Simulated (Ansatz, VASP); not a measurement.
# Bi: VASP beside Ansatz

```
Bi
1.0
     3.49541    0.00000    0.00000
    -1.74771    3.02712    0.00000
     0.00000    0.00000    6.01239
Bi
2
Direct
  0.33333 0.66667 0.25000
  0.66667 0.33333 0.75000
```

Alike in both runs: task relaxation of cell and atoms; functional PBE; k mesh 13 × 13 × 7; occupations fermi-dirac, width 0.05 eV; no spin polarisation.

|  | VASP | Ansatz |
| --- | --- | --- |
| version | VASP 6.6.1 | Ansatz 0.2.0 |
| potentials or method | VASP PAW PBE potentials, release 64 (Bi_d), cutoff 600 eV | all-electron LAPW, scalar-relativistic |

|  | VASP | Ansatz | Ansatz less VASP |
| --- | --- | --- | --- |
| relaxed volume (Å³/atom) | 31.81 | 31.81 | 0.000 |
| relaxed length of the cell vector where the two differ most in proportion (Å) | 3.495 | 3.495 | 0.0000 |

Ansatz ran all-electron here, and VASP with PAW potentials.

Spin-orbit coupling is off throughout. Noted on VASP's run: the relaxation stopped at its first step, so nothing moved.
